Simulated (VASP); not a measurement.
A run of VASP 6.6.1 is set up as follows.

INCAR

```
SYSTEM = Hf
ALGO = Normal
EDIFF = 1E-7
ENCUT = 520
GGA = PE
ISIF = 2
ISMEAR = 0
LASPH = .True.
LCHARG = .True.
LELF = .True.
LREAL = .False.
LVHAR = .True.
LWAVE = .False.
NBANDS = 17
NELM = 60
PREC = Accurate
SIGMA = 0.1
```

Contents of KPOINTS:

```
k-points
0
Gamma
  15 15 8
  0 0 0
```

File POSCAR:

```
Hf
1.0
    3.0667366447      0.0000000000      0.0000000000
   -1.5333683224      2.6558718410      0.0000000000
    0.0000000000      0.0000000000      4.8701967109
Hf
2
Direct
    0.3333333333      0.6666666667      0.2500000000
    0.6666666667      0.3333333333      0.7500000000
```

Potentials or basis: VASP PAW PBE potentials, release 64 (Hf_pv).

Command:

```console
$ cat potpaw_PBE.64/Hf_pv/POTCAR > POTCAR
$ mpirun -np 1 vasp_std > vasp.out
```

What does it give for the band gap on the k mesh?

Zero (band 10 reaches 6.99 eV, above the bottom of band 11 at 5.37 eV).

What does it give for the pressure?

16.5 GPa.

Stress tensor (GPa, compression positive):
```
16.60  0.00  0.00
 0.00 16.60  0.00
 0.00  0.00 16.44
```

Caveat: spin-orbit coupling is left out, which moves the levels of the heavy elements.
